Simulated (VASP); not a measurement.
# In2O3 in VASP: notebook

In2O3 is run at these levels: PBE; tasks: single point, relaxation of cell and atoms.

Program: VASP 6.6.1. These are calculated values, not measurements. Logs are shortened: lines on timing, memory, paths and dates and some standing lists are left out, and cuts for length are marked.

## Step 1: The cell of the first run

The structure is tetragonal, space group I-4m2 (No. 119). Conventional cell: a = 3.652 Å, b = 3.652 Å, c = 11.771 Å, α = 90.00°, β = 90.00°, γ = 90.00°. Within 2.6 Å of In (site symmetry 2mm) lie 4 O at 2.00 to 2.23 Å. Within 2.6 Å of O (site symmetry 2mm) lie 2 In at 2.00 Å. Within 2.9 Å of O (site symmetry -4m2) lie 4 In at 2.23 Å.

The cell was generated, and may not be a known phase.

## Step 2: Single point, PBE

Input file INCAR:

```
PREC = Accurate
ENCUT = 520
EDIFF = 1E-6
ISMEAR = 0
SIGMA = 0.1
LREAL = F
LASPH = T
NELM = 80
ALGO = Normal
ISIF = 2
LWAVE = F
LCHARG = T
GGA = PE
LELF = T
LVHAR = T
NBANDS = 30
```

Input file KPOINTS:

```
regular mesh
0
Gamma
  6 6 6
```

Input file POSCAR:

```
In2O3
1.0
   -1.8259569787      1.8259569787      5.8855489632
    1.8259569787     -1.8259569787      5.8855489632
    1.8259569787      1.8259569787     -5.8855489632
In O
2 3
Direct
    0.8917994178      0.3917994178      0.5000000000
    0.6082005822      0.1082005822      0.5000000000
    0.8227109261      0.8227109261      0.0000000000
    0.1772890739      0.1772890739      0.0000000000
    0.5000000000      0.5000000000      0.0000000000
```

Potentials or basis: VASP PAW PBE potentials, release 64 (In_d, O).

The run is started by

```bash
$ cat potpaw_PBE.64/In_d/POTCAR potpaw_PBE.64/O/POTCAR > POTCAR
$ mpirun -np 1 vasp_std > vasp.out
```

OUTCAR:

```text
PREC = Accurate
   ENCUT = 520
   EDIFF = 1E-6
   ISMEAR = 0
   LREAL = F
   LASPH = T
   NELM = 80
   ISIF = 2
   GGA = PE

 ion  position               nearest neighbor table
   1  0.892  0.392  0.500-   3 2.00   3 2.00   5 2.23   5 2.23   2 3.34   2 3.63   2 3.63   2 3.63
                             2 3.63
   2  0.608  0.108  0.500-   4 2.00   4 2.00   5 2.23   5 2.23   1 3.34   1 3.63   1 3.63   1 3.63
                             1 3.63
   3  0.823  0.823  0.000-   1 2.00   1 2.00
   4  0.177  0.177  0.000-   2 2.00   2 2.00
   5  0.500  0.500  0.000-   1 2.23   2 2.23   2 2.23   1 2.23

  LATTYP: Found a body centered tetragonal cell.
 ALAT       =     3.6519139574
 C/A-ratio  =     3.2232681448

  Lattice vectors:

 A1 = (  -1.8259569787,   1.8259569787,   5.8855489632)
 A2 = (   1.8259569787,  -1.8259569787,   5.8855489632)
 A3 = (   1.8259569787,   1.8259569787,  -5.8855489632)

Analysis of symmetry for initial positions (statically):
=====================================================================
 Subroutine PRICEL returns:
 Original cell was already a primitive cell.

 Routine SETGRP: Setting up the symmetry group for a
 body centered tetragonal supercell.

 Subroutine GETGRP returns: Found  8 space group operations
 (whereof  8 operations were pure point group operations)
 out of a pool of 16 trial point group operations.

The static configuration has the point symmetry D_2d.

Analysis of symmetry for dynamics (positions and initial velocities):
=====================================================================
 Subroutine PRICEL returns:
 Original cell was already a primitive cell.

 Routine SETGRP: Setting up the symmetry group for a
 body centered tetragonal supercell.

 Subroutine GETGRP returns: Found  8 space group operations
 (whereof  8 operations were pure point group operations)
 out of a pool of 16 trial point group operations.

The dynamic configuration has the point symmetry D_2d.

 Subroutine INISYM returns: Found  8 space group operations
 (whereof  8 operations are pure point group operations),
 and found     1 'primitive' translations

----------------------------------------------------------------------------------------

                                     Primitive cell

  volume of cell :      78.4925

  direct lattice vectors                    reciprocal lattice vectors
[... 94 lines left out ...]
   LREAL  =      F    real-space projection
   EDIFFG = 0.1E-04   stopping-criterion for IOM
   NSW    =      0    number of steps for IOM
   IBRION =     -1    ionic relax: 0-MD 1-quasi-New 2-CG
   NFREE  =      0    steps in history (QN), initial steepest desc. (CG)
   ISIF   =      2    stress and relaxation
   ISYM   =      2    0-nonsym 1-usesym 2-fastsym
   POTIM  = 0.5000    time-step for ionic-motion
   TEBEG  =    0.0;   TEEND  =   0.0 temperature during run
   PSTRESS=    0.0 pullay stress
   NELECT =      44.0000    total number of electrons
   NUPDOWN=      -1.0000    fix difference up-down
   EMIN   =  10.00;   EMAX   =-10.00  energy-range for DOS
   EFERMI =   0.00;   METHOD = LEGACY
   ISMEAR =     0;   SIGMA  =   0.10  broadening in eV -4-tet -1-fermi 0-gaus
   EFERMI_NEDOS =   21; number of points for ismear=-14 and -15
   IALGO  =     38    algorithm
   IMIX   =      4    mixing-type and parameters
     AMIX     =   0.40;   BMIX     =  1.00
     AMIX_MAG =   1.60;   BMIX_MAG =  1.00
  volume/ion in A,a.u.               =      15.70       105.94
  Fermi-wavevector in a.u.,A,eV,Ry     =   1.349842  2.550832 24.790826  1.822074
  Thomas-Fermi vector in A             =   2.477396
   LORBIT       =      0    0 simple, 1 ext, 2 COOP (PROOUT), +10 PAW based schemes
   GGA     = PE    functional components
   LHFCALC =     F    Hartree Fock is set to
   AEXX    =    0.0000 exact exchange contribution
   IVDW    =     0    specifies the selected vdW correction
   LEPSILON=     F    determine dielectric tensor
   LRPA    =     F    only Hartree local field effects (RPA)
 non-spin polarized calculation
 Gauss-broadening in eV      SIGMA  =   0.10
  energy-cutoff  :      520.00
  volume of cell :       78.49
 maximum number of plane-waves:      2126
   NGX = 23   NGY = 23   NGZ = 23

 number of electron      43.9999993 magnetization

 Free energy of the ion-electron system (eV)
  ---------------------------------------------------
  ext. energy  EPLUGINS =         0.00000000
  ---------------------------------------------------
  free energy    TOTEN  =       -25.92556716 eV

  energy without entropy =      -25.92505975  energy(sigma->0) =      -25.92531346

 E-fermi :   3.8798     XC(G=0):  -9.9988

 val. band max:        3.7181899177   @ k =  -0.3333   0.3333   0.0000
 cond. band min:       3.9475201860   @ k =   0.0000   0.0000   0.0000
 fundamental gap:      0.2293302683
 Fermi energy:         3.8797889972

 k-point     1 :       0.0000    0.0000    0.0000
  band No.  band energies     occupation
      1     -14.0419      2.00000
      2     -13.4068      2.00000
      3     -13.0982      2.00000
      4      -9.3569      2.00000
      5      -9.3569      2.00000
      6      -9.2841      2.00000
[... 781 lines left out ...]
     29      14.4447      0.00000
     30      15.3406      0.00000

 [... further k-points ...]

------------------------ aborting loop because EDIFF is reached ----------------------------------------

  FORCE on cell =-STRESS in cart. coord.  units (eV):
  Direction    XX          YY          ZZ          XY          YZ          ZX
  --------------------------------------------------------------------------------------
  -------------------------------------------------------------------------------------
  Total        0.2272873      0.2272873      0.1945237      0.0000000      0.0000000      0.0000000
  in kB        4.6393563      4.6393563      3.9705896      0.0000000      0.0000000      0.0000000
  external PRESSURE =       4.4164341 kB  Pullay stress =       0.0000000 kB

 VOLUME and BASIS-vectors are now :
 -----------------------------------------------------------------------------
  energy-cutoff  :      520.00
  volume of cell :       78.49
      direct lattice vectors                 reciprocal lattice vectors
    -1.825956979  1.825956979  5.885548963     0.000000000  0.273829015  0.084953843
     1.825956979 -1.825956979  5.885548963     0.273829015  0.000000000  0.084953843
     1.825956979  1.825956979 -5.885548963     0.273829015  0.273829015  0.000000000

 POSITION                                       TOTAL-FORCE (eV/Angst)
 -----------------------------------------------------------------------------------
      0.00000      1.82596      4.61191        -0.000000     -0.000000      0.012376
     -0.00000      1.82596      1.27364        -0.000000     -0.000000     -0.012376
      0.00000      0.00000      9.68421         0.000000      0.000000     -0.048059
      0.00000      0.00000      2.08689         0.000000      0.000000      0.048059
      0.00000      0.00000      5.88555        -0.000000     -0.000000      0.000000
 -----------------------------------------------------------------------------------
    total drift:                               -0.000000      0.000000      0.000000

  FREE ENERGIE OF THE ION-ELECTRON SYSTEM (eV)
  ---------------------------------------------------
  free  energy   TOTEN  =       -25.9255671624 eV

  energy  without entropy=      -25.9250597522  energy(sigma->0) =      -25.92531346
```

OSZICAR:

```text
N       E                     dE             d eps       ncg     rms          rms(c)
DAV:   1     0.516713070703E+03    0.51671E+03   -0.21694E+04  1836   0.197E+03
DAV:   2     0.488628733107E+02   -0.46785E+03   -0.44217E+03  1918   0.507E+02
DAV:   3    -0.279648960747E+02   -0.76828E+02   -0.74873E+02  2174   0.198E+02
DAV:   4    -0.317696713970E+02   -0.38048E+01   -0.37888E+01  2108   0.481E+01
DAV:   5    -0.318979932971E+02   -0.12832E+00   -0.12830E+00  2364   0.887E+00    0.166E+01
DAV:   6    -0.261208746552E+02    0.57771E+01   -0.23349E+01  2820   0.600E+01    0.124E+01
DAV:   7    -0.260067701332E+02    0.11410E+00   -0.20475E+00  2114   0.120E+01    0.339E+00
DAV:   8    -0.259466368462E+02    0.60133E-01   -0.21505E-01  2342   0.329E+00    0.158E+00
DAV:   9    -0.259247384945E+02    0.21898E-01   -0.41156E-02  2814   0.263E+00    0.437E-01
DAV:  10    -0.259250830948E+02   -0.34460E-03   -0.10188E-02  2060   0.881E-01    0.250E-01
DAV:  11    -0.259255372098E+02   -0.45411E-03   -0.17362E-03  2498   0.343E-01    0.118E-01
DAV:  12    -0.259255744244E+02   -0.37215E-04   -0.50603E-04  2804   0.251E-01    0.335E-02
DAV:  13    -0.259255673939E+02    0.70305E-05   -0.79403E-05  2752   0.105E-01    0.115E-02
DAV:  14    -0.259255671624E+02    0.23142E-06   -0.85837E-06  1914   0.224E-02
   1 F= -.25925567E+02 E0= -.25925313E+02  d E =-.507410E-03
```

stdout:

```text
POSCAR found type information on POSCAR InO
 POSCAR found :  2 types and       5 ions
 scaLAPACK will be used
 LDA part: xc-table for (Slater+PW92), standard interpolation
 POSCAR, INCAR and KPOINTS ok, starting setup
 FFT: planning ... GRIDC
 FFT: planning ... GRID_SOFT
 FFT: planning ... GRID
 WAVECAR not read
 entering main loop
```

Wall time 3.2 min (1 thread of Intel Xeon Platinum 8488C (Sapphire Rapids), shared host); peak memory 0.34 GiB.

Results:

```yaml
Free_energy: -25.9256 eV
Pressure: 0.4 GPa
Largest_force: 0.048 eV/Å
Band_gap_on_the_k_mesh: 0.23 eV (least direct gap 0.46 eV)
```

Forces in eV/Å, atoms in the order of the input:
```
In   0.000  0.000  0.012
In   0.000  0.000 -0.012
O    0.000  0.000 -0.048
O    0.000  0.000  0.048
O    0.000  0.000  0.000
```

Caveat: semilocal functionals underestimate gaps, and a narrow one can read as zero; spin-orbit coupling is left out, which moves the levels of the heavy elements.

(Continued in part 2 of 2.)
